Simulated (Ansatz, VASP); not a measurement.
# In: VASP beside Ansatz

Contents of POSCAR:

```
In
1.0
   -3.2262309017      2.8738934167      1.4690834179
    2.8738934167     -3.2262309017      1.4690834179
    2.8991445313      2.8991445313     -2.1143901669
In
2
Direct
    0.9913994910      0.0086005090      0.0000000000
    0.7586005090      0.2413994910      0.5000000000
```

The input INCAR.step1:

```
ALGO = Normal
EDIFF = 1E-4
ENCUT = 520
GGA = PE
ISMEAR = -1
LASPH = True
LCHARG = False
LREAL = False
LWAVE = True
NBANDS = 20
NELM = 60
PREC = Accurate
SIGMA = 0.1
```

File INCAR.step2:

```
ALGO = Normal
EDIFF = 1E-6
ENCUT = 520
ISIF = 2
ISMEAR = -1
ISTART = 1
LASPH = True
LCHARG = False
LMIXTAU = True
LREAL = False
LWAVE = False
METAGGA = R2SCAN
NBANDS = 20
NELM = 60
PREC = Accurate
SIGMA = 0.1
```

The input KPOINTS:

```
k-points
0
Gamma
  15 15 9
```

Input for Ansatz:

```yaml
crystal:
  lattice:
    - [-3.2262309017, 2.8738934167, 1.4690834179]
    - [2.8738934167, -3.2262309017, 1.4690834179]
    - [2.8991445313, 2.8991445313, -2.1143901669]
  atoms:
    - { symbol: In, position: [0.991399491, 0.008600509, 0.0] }
    - { symbol: In, position: [0.758600509, 0.241399491, 0.5] }
hamiltonian:
  xc: r2scan
  pseudopotentials:
    kind: paw
    azcp:
      In: "pseudopotentials/In.paw.azcp"
basis:
  ecutwfc: 500
  fft_grid_basis: typed
kpoints:
  mp_grid: { grid: [15, 15, 9], shift: [0, 0, 0] }
magnetization:
  spin_polarized: false
scf:
  occupations: { method: fermi_dirac, width: 0.1 }
  lower_state_search: "off"
output:
  stress: true
```

Alike in both runs: task single point; functional r2SCAN; k mesh 15 × 15 × 9; occupations fermi-dirac, width 0.1 eV; no spin polarisation.

```csv
,VASP,Ansatz
version,VASP 6.6.1,Ansatz 0.2.0
potentials or method,"VASP PAW PBE potentials, release 64 (In_d), cutoff 520 eV","plane waves (500 eV) with PAW, scalar-relativistic"
valence electrons in the cell,26,26
```

Ansatz gave:

| Item | Value |
| --- | --- |
| pressure (GPa) | 7.4 |
| traceless stress, the component that is largest in VASP (GPa) | 0.54 |

Q: Estimate VASP's values.

A: Pressure (GPa): 7.5; traceless stress, the component that is largest in VASP (GPa): 0.55.

VASP's potentials were made for PBE, not for r2SCAN.
